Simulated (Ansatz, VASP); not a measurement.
One calculation of Be5I2, two programs

```
CELL_PARAMETERS angstrom
5.09403 0.00000 0.00000
0.00000 5.09403 0.00000
0.00000 0.00000 10.58471
ATOMIC_POSITIONS crystal
Be 0.70242 0.00000 0.50000
Be 0.29758 0.00000 0.50000
Be 0.00000 0.70242 0.50000
Be 0.00000 0.29758 0.50000
Be 0.00000 0.00000 0.00000
I 0.00000 0.00000 0.20639
I 0.00000 0.00000 0.79361
```

Alike in both runs: functional PBE; k mesh 8 × 8 × 4; occupations gaussian, width 0.1 eV; no spin polarisation.

Ansatz relaxed the structure, and its values are those at the end. VASP's run is a single point on that final structure, the one shown.

|  | VASP | Ansatz |
| --- | --- | --- |
| version | VASP 6.6.1 | Ansatz 0.2.0 |
| potentials or method | VASP PAW PBE potentials, release 64 (Be, I), cutoff 520 eV | scalar-relativistic, plane waves, PAW |
| valence electrons in the cell | 24 | 44 |

Ansatz gave:

```
gap on the k mesh at the Fermi level (eV) : none
pressure (GPa)                            : 0.0
rms of the force components (eV/Å)        : 0.002
```

Problem. What did VASP give for the same quantities?

Solution. gap on the k mesh at the Fermi level (eV): none; pressure (GPa): 0.0; rms of the force components (eV/Å): 0.005.

A gap of «none» marks a metal or a gap that the smearing closes. VASP's potentials hold 24 valence electrons a cell and Ansatz's 44, so a difference there can come from the potentials and not from the codes. Ansatz's warnings: xc potential rough in thin density.

Neither program's run includes spin-orbit coupling.
